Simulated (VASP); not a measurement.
CdTe: single point with PBEsol

The system is CdTe.

```
Te Cd
1.0
     0.00000    3.18349    3.18349
     3.18349    0.00000    3.18349
     3.18349    3.18349    0.00000
Te Cd
1 1
Cartesian
  4.7752 4.7752 4.7752
  0.0000 0.0000 0.0000
```

This cell differs from its parent crystal: volume scaled by 0.98.

| Item | Value |
| --- | --- |
| Program | VASP 6.6.1 |
| Task | single point |
| Functional | PBEsol |
| Potentials or basis | VASP PAW PBE potentials, release 64 (Te, Cd) |
| Cutoff | 520 eV |
| k mesh | 7 × 7 × 7 |
| Occupations | fermi-dirac, width 0.05 eV |
| Spin | no spin polarisation |
| Dipole correction | no |
| Further INCAR settings | ALGO = Normal; EDIFF = 1e-07; NBANDS = 16 |

```json
{
  "Pressure": "2.9 GPa",
  "Band gap on the k mesh": "0.82 eV, direct"
}
```

Levels at points of the mesh, in eV from the valence-band top:
```tsv
k point	band 7	band 8	band 9	band 10	band 11	band 12
(0.00, 0.00, 0.00)	0.00	0.00	0.00	0.82	4.50	4.50
```

Wall time 11 s on 1 thread of Intel(R) Xeon(R) 6975P-C (Granite Rapids), on a shared host, peak memory 0.2 GiB.

Caveat: the PAW data sets were made with another functional, which shifts forces and pressure a little; spin-orbit coupling is left out, which moves the levels of the heavy elements.
